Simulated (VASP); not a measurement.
SiC (Moissanite):

```
Si C
1.0
     3.07600    0.00000    0.00000
    -1.53800    2.66389    0.00000
     0.00000    0.00000    5.04800
Si C
2 2
Direct
  0.66667 0.33333 0.50000
  0.33333 0.66667 0.00000
  0.66667 0.33333 0.88500
  0.33333 0.66667 0.38500
```

- Program: VASP 6.6.1
- Task: relaxation of cell and atoms
- Functional: RPBE
- Dispersion: D3(BJ)
- Potentials or basis: VASP PAW PBE potentials, release 64 (Si, C)
- Cutoff: 600 eV
- k mesh: 10 × 10 × 5
- Occupations: fermi-dirac, width 0.05 eV
- Spin: no spin polarisation

At the start: pressure -15.9 GPa; volume 10.34 Å³/atom.

**Question.** How do energy, volume and symmetry change on relaxing?

**Answer.** Over 5 steps the energy falls by 48.9 meV/atom and the volume is 9.59 Å³/atom (-7.2 %); space group P6_3mc (No. 186, to 0.05 Å).

Step by step:
| step | energy change (eV) | largest force (eV/Å) | pressure (GPa) | volume (Å³) |
| --- | --- | --- | --- | --- |
| 1 | 0.0000 | 0.7500 | -15.86 | 41.36 |
| 2 | 0.0471 | 1.1072 | 23.04 | 35.53 |
| 3 | -0.1924 | 0.1346 | -0.15 | 38.41 |
| 4 | -0.1925 | 0.1169 | 0.22 | 38.35 |
| 5 | -0.1955 | 0.0068 | 0.08 | 38.38 |

Final structure:
```yaml
crystal:
  lattice:
    - [3.00195, 0.00000, 0.00000]
    - [-1.50097, 2.59976, 0.00000]
    - [0.00000, 0.00000, 4.91755]
  atoms:
    - { symbol: Si, position: [0.66667, 0.33333, 0.50447] }
    - { symbol: Si, position: [0.33333, 0.66667, 0.00447] }
    - { symbol: C, position: [0.66667, 0.33333, 0.88053] }
    - { symbol: C, position: [0.33333, 0.66667, 0.38053] }
```

Caveat: the PAW data sets were made with another functional, which shifts forces and pressure a little.
